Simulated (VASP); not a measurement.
A run of VASP 6.6.1:

Contents of INCAR:

```
  ALGO = Normal
  EDIFF = 1E-6
  ENCUT = 520
  GGA = PE
  ISIF = 2
  ISMEAR = 0
  LASPH = True
  LCHARG = False
  LREAL = False
  LWAVE = False
  NBANDS = 41
  NELM = 80
  PREC = Accurate
  SIGMA = 0.1
```

File KPOINTS:

```
k-points
0
Gamma
  4 4 4
```

The input POSCAR:

```
Ru2C
1.0
    0.0000000000      3.4938671135      3.4938671135
    3.4938671135      0.0000000000      3.4938671135
    3.4938671135      3.4938671135      0.0000000000
Ru C
4 2
Direct
    0.6250000000      0.6250000000      0.6250000000
    0.1250000000      0.6250000000      0.6250000000
    0.6250000000      0.6250000000      0.1250000000
    0.6250000000      0.1250000000      0.6250000000
    0.0000000000      0.0000000000      0.0000000000
    0.2500000000      0.2500000000      0.2500000000
```

Potentials or basis: VASP PAW PBE potentials, release 64 (Ru_pv, C).

Command:

```bash
$ cat potpaw_PBE.64/Ru_pv/POTCAR potpaw_PBE.64/C/POTCAR > POTCAR
$ mpirun -np 1 vasp_std > vasp.out
```

Hardware: 1 thread of Intel Xeon 6975P-C, with other jobs on the host.

Problem. How long does it take, and how much memory?

Solution. Run time: 38 s on 1 thread of Intel Xeon 6975P-C, with other jobs on the host, peak memory 0.23 GiB. Counts: scf iterations 13, k points 8.
